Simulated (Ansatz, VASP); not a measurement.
PbO in VASP and in Ansatz

```xyz
4
Lattice="4.0570 0.0000 0.0000 0.0000 4.0570 0.0000 0.0000 0.0000 5.5961" Properties=species:S:1:pos:R:3 pbc="T T T"
Pb    0.0000    2.0285    1.1898
Pb    2.0285    0.0000    4.4063
O     0.0000    0.0000    0.0000
O     2.0285    2.0285    0.0000
```

Alike in both runs: functional PBE; k mesh 8 × 8 × 6; occupations gaussian, width 0.02 eV; no spin polarisation.

Ansatz relaxed the structure, and its values are those at the end. VASP's run is a single point on that final structure, the one shown.

|  | VASP | Ansatz |
| --- | --- | --- |
| version | VASP 6.6.1 | Ansatz 0.2.0 |
| potentials or method | VASP PAW PBE potentials, release 64 (Pb_d, O), cutoff 520 eV | scalar-relativistic, plane waves, PAW |
| valence electrons in the cell | 40 | 40 |

|  | VASP | Ansatz | Ansatz less VASP |
| --- | --- | --- | --- |
| gap on the k mesh at the Fermi level (eV) | 1.80 | 1.81 | +0.001 |
| least direct gap on the mesh (eV) | 1.90 | 1.91 | +0.011 |
| pressure (GPa) | 0.1 | 0.0 | -0.06 |
| rms of the force components (eV/Å) | 0.015 | 0.000 | -0.0150 |

The functional is the same, so the differences come from potentials, cutoffs and numerics.

Spin-orbit coupling is off throughout.
